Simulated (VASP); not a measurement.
Write the native input for VASP 6.6.1 that does the following.

* Task: single point
* Functional: LDA
* Potentials or basis: VASP PAW LDA potentials, release 64 (C_h)
* Cutoff: 1300 eV
* k mesh: 12 × 12 × 12
* Occupations: gaussian, width 0.05 eV
* Spin: no spin polarisation
* Dipole correction: no
* Further INCAR settings: ALGO = Normal; EDIFF = 1e-06; NBANDS = 11

The structure of C lies in POSCAR:

```
C
1.0
    0.0000000000      1.7800050145      1.7376408951
    1.7800050145      0.0000000000      1.7376408951
    1.7800050145      1.7800050145      0.0000000000
C
2
Direct
    0.5000000000      0.5000000000      0.5000000000
    0.7500000000      0.7500000000      0.7500000000
```

The input as run:

INCAR

```
ALGO = Normal
EDIFF = 1E-6
ENCUT = 1300
GGA_COMPAT = F
ISIF = 2
ISMEAR = 0
LASPH = T
LCHARG = T
LELF = T
LREAL = F
LVHAR = T
LWAVE = F
NBANDS = 11
NELM = 120
PREC = Accurate
SIGMA = 0.05
```

KPOINTS

```
k-points
0
Gamma
  12 12 12
```

Potentials or basis: VASP PAW LDA potentials, release 64 (C_h).

Command:

```sh
$ cat potpaw_LDA.64/C_h/POTCAR > POTCAR
$ mpirun -np 1 vasp_std > vasp.out
```

It gave:

| Quantity | Value |
| --- | --- |
| Pressure | 1.0 GPa |
| Band gap on the k mesh | 3.58 eV (least direct gap 5.19 eV) |

Caveat: the stress differs along the axes, from -6 to 16 GPa.

It took 28 s on 1 thread of Intel(R) Xeon(R) 6975P-C (Granite Rapids), with other jobs on the host, peak memory 0.18 GiB.
